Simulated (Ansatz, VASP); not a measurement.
## Two plane-wave programs on InAs

File INCAR:

```
PREC = Accurate
ENCUT = 520
EDIFF = 1E-6
ISMEAR = 0
SIGMA = 0.15
LREAL = F
LASPH = T
NELM = 60
ALGO = Normal
ISIF = 2
LWAVE = F
LCHARG = F
GGA = PS
NBANDS = 16
```

KPOINTS

```
regular mesh
0
Gamma
  16 16 16
```

File POSCAR:

```
InAs
1.0
    0.0000000000      2.6417073254      3.9625609880
    2.6417073254      0.0000000000      3.9625609880
    2.6417073254      2.6417073254      0.0000000000
In As
1 1
Direct
    0.0000000000      0.0000000000      0.0000000000
    0.7500000000      0.7500000000      0.7500000000
```

Input for Ansatz:

```yaml
crystal:
  lattice:
    - [0.0, 2.6417073254, 3.962560988]
    - [2.6417073254, 0.0, 3.962560988]
    - [2.6417073254, 2.6417073254, 0.0]
  atoms:
    - { symbol: In, position: [0.0, 0.0, 0.0] }
    - { symbol: As, position: [0.75, 0.75, 0.75] }
basis:
  ecutwfc: 420
kpoints:
  mp_grid: { grid: [16, 16, 16] }
hamiltonian:
  xc: pbesol
scf:
  occupations: { method: gaussian, width: 0.15 }
output:
  forces: true
  stress: true
  eigenvalues: true
```

Alike in both runs: task single point; functional PBEsol; k mesh 16 × 16 × 16; occupations gaussian, width 0.15 eV; no spin polarisation.

|  | VASP | Ansatz |
| --- | --- | --- |
| version | VASP 6.6.1 | Ansatz 0.2.0 |
| potentials or method | VASP PAW PBE potentials, release 64 (In_d, As), cutoff 520 eV | scalar-relativistic, plane waves, PAW |
| valence electrons in the cell | 18 | 28 |

Ansatz gave:

| Item | Value |
| --- | --- |
| gap on the k mesh at the Fermi level (eV) | none |
| pressure (GPa) | -0.6 |
| traceless stress, the component that is largest in VASP (GPa) | -8.20 |

**Question.** Estimate VASP's values.

**Answer.** gap on the k mesh at the Fermi level (eV): none; pressure (GPa): -0.5; traceless stress, the component that is largest in VASP (GPa): -8.15.

VASP's potentials were made for PBE, not for PBEsol. A gap of «none» marks a metal or a gap that the smearing closes. VASP's potentials hold 18 valence electrons a cell and Ansatz's 28, so a difference there can come from the potentials and not from the codes.
